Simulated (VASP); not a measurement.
Wanted: the native input for a VASP 6.6.1 run.

```
Task                    : single point
Functional              : PBE
Potentials or basis     : VASP PAW PBE potentials, release 64 (C)
Cutoff                  : 520 eV
k mesh                  : 12 × 12 × 2
Occupations             : gaussian, width 0.02 eV
Spin                    : no spin polarisation
Dipole correction       : no
k mesh for the DOS      : 18 × 18 × 3
Occupations for the DOS : tetrahedron
Further INCAR settings  : ALGO = Normal; EDIFF = 1e-06; NBANDS = 36
```

C:

```
CELL_PARAMETERS angstrom
2.52048 0.00000 0.00000
-1.26024 2.18280 0.00000
0.00000 0.00000 12.42892
ATOMIC_POSITIONS crystal
C 0.00000 0.00000 0.18686
C 0.00000 0.00000 0.68686
C 0.00000 0.00000 0.31314
C 0.00000 0.00000 0.81314
C 0.33333 0.66667 0.52077
C 0.66667 0.33333 0.02077
C 0.33333 0.66667 0.97923
C 0.66667 0.33333 0.47923
C 0.33333 0.66667 0.64509
C 0.66667 0.33333 0.14509
C 0.33333 0.66667 0.85491
C 0.66667 0.33333 0.35491
```

One way to write it, as run:

POSCAR

```
C
1.0
    2.5204761252      0.0000000000      0.0000000000
   -1.2602380626      2.1827963540      0.0000000000
    0.0000000000      0.0000000000     12.4289214317
C
12
Direct
    0.0000000000      0.0000000000      0.1868577048
    0.0000000000      0.0000000000      0.6868577048
    0.0000000000      0.0000000000      0.3131422952
    0.0000000000      0.0000000000      0.8131422952
    0.3333333333      0.6666666667      0.5207667974
    0.6666666667      0.3333333333      0.0207667974
    0.3333333333      0.6666666667      0.9792332026
    0.6666666667      0.3333333333      0.4792332026
    0.3333333333      0.6666666667      0.6450902117
    0.6666666667      0.3333333333      0.1450902117
    0.3333333333      0.6666666667      0.8549097883
    0.6666666667      0.3333333333      0.3549097883
```

INCAR.step1

```
SYSTEM = C
PREC     = Accurate       ! precision mode
ENCUT    = 520            ! plane-wave cutoff, eV
EDIFF    = 1E-6           ! SCF threshold, eV
ISMEAR   = 0              ! smearing method
SIGMA    = 0.02           ! smearing width, eV
LREAL    = .False.        ! projectors in reciprocal space
LASPH    = .True.         ! aspherical terms in the spheres
NELM     = 80             ! most SCF steps
ALGO     = Normal         ! electronic algorithm
ISIF     = 2              ! what is computed and relaxed
LWAVE    = .False.        ! write WAVECAR
LCHARG   = .True.         ! write CHGCAR
GGA      = PE             ! functional
NBANDS   = 36             ! bands
```

KPOINTS.step1

```
regular mesh
0
Gamma
  12 12 2
  0 0 0
```

INCAR.step2

```
SYSTEM = C
PREC     = Accurate       ! precision mode
ENCUT    = 520            ! plane-wave cutoff, eV
EDIFF    = 1E-6           ! SCF threshold, eV
ISMEAR   = -5             ! smearing method
SIGMA    = 0.02           ! smearing width, eV
LREAL    = .False.        ! projectors in reciprocal space
LASPH    = .True.         ! aspherical terms in the spheres
NELM     = 80             ! most SCF steps
ALGO     = Normal         ! electronic algorithm
ISIF     = 2              ! what is computed and relaxed
LWAVE    = .False.        ! write WAVECAR
LCHARG   = .False.        ! write CHGCAR
GGA      = PE             ! functional
LORBIT   = 10             ! projections on sites
NBANDS   = 36             ! bands
NEDOS    = 2001           ! points of the DOS
ICHARG   = 11             ! starting density
```

KPOINTS.step2

```
regular mesh
0
Gamma
  18 18 3
  0 0 0
```

Potentials or basis: VASP PAW PBE potentials, release 64 (C).

The run is started by

```sh
$ cat potpaw_PBE.64/C/POTCAR > POTCAR
$ cp INCAR.step1 INCAR
$ cp KPOINTS.step1 KPOINTS
$ mpirun -np 1 vasp_std > vasp.out
$ cp INCAR.step2 INCAR
$ cp KPOINTS.step2 KPOINTS
$ mpirun -np 1 vasp_std > vasp.out
```

It gave:

The valence electrons inside the program's atomic spheres are C 2.56, 2.58, 2.57 (each value once).

It took 7 min on 1 thread of Intel Xeon 8259CL, on a shared host, peak memory 0.25 GiB.
